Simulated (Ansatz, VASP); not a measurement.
# One calculation of PbO, two programs

File INCAR:

```
SYSTEM = PbO
PREC = Accurate
ENCUT = 600
EDIFF = 1E-6
ISMEAR = -1
SIGMA = 0.05
LREAL = .False.
LASPH = .True.
NELM = 120
ALGO = Normal
ISIF = 2
LWAVE = .False.
LCHARG = .True.
GGA = VW
LELF = .True.
LVHAR = .True.
NBANDS = 28
GGA_COMPAT = .False.
```

File KPOINTS:

```
regular mesh
0
Gamma
  7 7 6
  0 0 0
```

Contents of POSCAR:

```
PbO
1.0
    4.0164246111      0.0000000000      0.0000000000
    0.0000000000      4.0164246111      0.0000000000
    0.0000000000      0.0000000000      5.0431797749
Pb O
2 2
Direct
    0.5000000000      0.0000000000      0.7600000000
    0.0000000000      0.5000000000      0.2400000000
    0.5000000000      0.5000000000      0.0000000000
    0.0000000000      0.0000000000      0.0000000000
```

input.yaml

```yaml
crystal:
  lattice:
    - [4.0164246111, 0.0, 0.0]
    - [0.0, 4.0164246111, 0.0]
    - [0.0, 0.0, 5.0431797749]
  atoms:
    - { symbol: Pb, position: [0.5, 0.0, 0.76] }
    - { symbol: Pb, position: [0.0, 0.5, 0.24] }
    - { symbol: O, position: [0.5, 0.5, 0.0] }
    - { symbol: O, position: [0.0, 0.0, 0.0] }
hamiltonian:
  xc: { exchange: slater, correlation: vwn5 }
  pseudopotentials: { kind: paw }
kpoints:
  mp_grid: { grid: [7, 7, 6] }
scf:
  occupations: { method: fermi_dirac, width: 0.05 }
output:
  forces: true
  stress: true
  eigenvalues: true
```

Alike in both runs: task single point; functional SVWN5; k mesh 7 × 7 × 6; occupations fermi-dirac, width 0.05 eV; no spin polarisation.

```csv
,VASP,Ansatz
version,VASP 6.6.1,Ansatz 0.2.0
potentials or method,"VASP PAW PBE potentials, release 64 (Pb_d, O)",Ansatz PAW
plane-wave cutoff (eV),600,420
valence electrons in the cell,40,40
```

```tsv
	VASP	Ansatz	Ansatz less VASP
gap on the k mesh at the Fermi level (eV)	1.42	1.41	-0.005
least direct gap on the mesh (eV)	2.25	2.26	+0.014
pressure (GPa)	-5.0	-5.1	-0.10
traceless stress, the component that is largest in VASP (GPa)	0.26	0.28	+0.015
rms of the force components (eV/Å)	0.330	0.347	+0.0171
```

VASP's potentials were made for PBE, not for SVWN5. Atom by atom the forces differ by 0.017 eV/Å (rms over components).

Neither program's run includes spin-orbit coupling. Noted on Ansatz's run: odd divisions of the mesh miss points on the zone boundary, where band edges often lie, so the gap on the mesh can be too wide.
